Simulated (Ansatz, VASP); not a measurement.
**One calculation of SiC, two programs**

File INCAR:

```
PREC = Accurate
ENCUT = 520
EDIFF = 1E-6
ISMEAR = 0
SIGMA = 0.02
LREAL = False
LASPH = True
NELM = 100
ALGO = Normal
ISIF = 2
LWAVE = False
LCHARG = False
GGA = PE
NBANDS = 16
```

The input KPOINTS:

```
regular mesh
0
Gamma
  12 12 6
```

Contents of POSCAR:

```
SiC
1.0
    3.0919365178      0.0000000000      0.0000000000
   -1.5459682589      2.6776955713      0.0000000000
    0.0000000000      0.0000000000      5.0742922890
Si C
2 2
Direct
    0.3333333333      0.6666666667      0.4995817066
    0.6666666667      0.3333333333      0.9995817066
    0.3333333333      0.6666666667      0.8754182934
    0.6666666667      0.3333333333      0.3754182934
```

Input for Ansatz:

```yaml
crystal:
  lattice:
    - [3.0919365174, 0.0, 0.0]
    - [-1.5459682587, 2.6776955709, 0.0]
    - [0.0, 0.0, 5.0742922898]
  atoms:
    - { symbol: Si, position: [0.3333333333, 0.6666666667, 0.4995817067] }
    - { symbol: Si, position: [0.6666666667, 0.3333333333, 0.9995817067] }
    - { symbol: C, position: [0.3333333333, 0.6666666667, 0.8754182933] }
    - { symbol: C, position: [0.6666666667, 0.3333333333, 0.3754182933] }
basis:
  ecutwfc: 420
kpoints:
  mp_grid: { grid: [12, 12, 6] }
hamiltonian:
  xc: pbe
scf:
  occupations: { method: gaussian, width: 0.02 }
output:
  forces: true
  stress: true
  eigenvalues: true
```

Alike in both runs: task single point; functional PBE; k mesh 12 × 12 × 6; occupations gaussian, width 0.02 eV; no spin polarisation.

|  | VASP | Ansatz |
| --- | --- | --- |
| version | VASP 6.6.1 | Ansatz 0.2.0 |
| potentials or method | VASP PAW PBE potentials, release 64 (Si, C), cutoff 520 eV | scalar-relativistic, plane waves, PAW |
| valence electrons in the cell | 16 | 16 |

|  | VASP | Ansatz | Ansatz less VASP |
| --- | --- | --- | --- |
| gap on the k mesh at the Fermi level (eV) | 2.30 | 2.31 | +0.004 |
| least direct gap on the mesh (eV) | 3.94 | 3.94 | +0.003 |
| pressure (GPa) | 0.0 | 0.0 | +0.05 |
